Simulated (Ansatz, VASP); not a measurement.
# One calculation of TaMo3, two programs

```
CELL_PARAMETERS angstrom
5.55070 0.00000 0.00000
-2.77535 4.80705 0.00000
0.00000 0.00000 5.02804
ATOMIC_POSITIONS crystal
Ta 0.66667 0.33333 0.25000
Ta 0.33333 0.66667 0.75000
Mo 0.33180 0.16590 0.75000
Mo 0.83410 0.16590 0.75000
Mo 0.83410 0.66820 0.75000
Mo 0.66820 0.83410 0.25000
Mo 0.16590 0.83410 0.25000
Mo 0.16590 0.33180 0.25000
```

Change from the starting cell: species swapped into the LuZr3 type (P6_3/mmc, No. 194).

Alike in both runs: functional PBE; k mesh 6 × 6 × 4; occupations gaussian, width 0.1 eV; no spin polarisation.

Ansatz relaxed the structure, and its values are those at the end. VASP's run is a single point on that final structure, the one shown.

|  | VASP | Ansatz |
| --- | --- | --- |
| version | VASP 6.6.1 | Ansatz 0.2.0 |
| potentials or method | VASP PAW PBE potentials, release 64 (Ta_pv, Mo_sv), cutoff 520 eV | scalar-relativistic, plane waves, PAW |
| valence electrons in the cell | 106 | 110 |

Ansatz gave:

| Quantity | Value |
| --- | --- |
| gap on the k mesh at the Fermi level (eV) | none |
| pressure (GPa) | -0.1 |
| rms of the force components (eV/Å) | 0.009 |

Task: What did VASP give for the same quantities?

Result: gap on the k mesh at the Fermi level (eV): none; pressure (GPa): 0.2; rms of the force components (eV/Å): 0.009.

A gap of «none» marks a metal or a gap that the smearing closes. With one functional, cell and mesh, what is left measures potentials, basis and numerics. VASP's potentials hold 106 valence electrons a cell and Ansatz's 110, so a difference there can come from the potentials and not from the codes.

Neither program's run includes spin-orbit coupling.
